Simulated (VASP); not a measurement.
The system is MgS.

```xyz
8
Lattice="3.8720 0.0000 0.0000 -1.9360 3.3532 0.0000 0.0000 0.0000 12.6458" Properties=species:S:1:pos:R:3 pbc="T T T"
Mg    0.0000    0.0000    1.1855
Mg    0.0000    0.0000    7.5085
Mg    0.0000    2.2355    4.3470
Mg    1.9360    1.1177   10.6699
S     0.0000    0.0000    5.1374
S     0.0000    0.0000   11.4603
S     0.0000    2.2355    1.9759
S     1.9360    1.1177    8.2988
```

The cell was built from a structure type or drawn by symmetry, and may not be a known phase.

```yaml
Program: VASP 6.6.1
Task: relaxation of cell and atoms
Functional: PBE
Potentials_or_basis: VASP PAW PBE potentials, release 64 (Mg, S)
Cutoff: 600 eV
k_mesh: 6 × 6 × 2
Occupations: gaussian, width 0.1 eV
Spin: no spin polarisation
```

At the start: pressure 8.3 GPa; volume 20.52 Å³/atom.

Problem. How do energy, volume and symmetry change on relaxing?

Solution. Over 6 steps the energy falls by 59.3 meV/atom and the volume is 23.01 Å³/atom (+12.1 %); space group P6_3mc (No. 186, to 0.1 Å) before and after.

The path:
```
step  energy change (eV)  largest force (eV/Å)  pressure (GPa)  volume (Å³)
   1              0.0000                0.0833            8.26       164.19
   2             -0.4397                0.0457           -1.72       190.63
   3             -0.4735                0.0531            0.03       184.35
   4             -0.4734                0.0526           -0.09       184.77
   5             -0.4741                0.0402            0.01       184.42
   6             -0.4744                0.0271            0.13       184.05
```

Final structure:
```yaml
crystal:
  lattice:
    - [4.02809, 0.00000, 0.00000]
    - [-2.01404, 3.48843, 0.00000]
    - [0.00000, 0.00000, 13.09780]
  atoms:
    - { symbol: Mg, position: [0.00000, 0.00000, 0.09439] }
    - { symbol: Mg, position: [0.00000, 0.00000, 0.59439] }
    - { symbol: Mg, position: [0.33333, 0.66667, 0.34368] }
    - { symbol: Mg, position: [0.66667, 0.33333, 0.84368] }
    - { symbol: S, position: [0.00000, 0.00000, 0.40605] }
    - { symbol: S, position: [0.00000, 0.00000, 0.90605] }
    - { symbol: S, position: [0.33333, 0.66667, 0.15588] }
    - { symbol: S, position: [0.66667, 0.33333, 0.65588] }
```
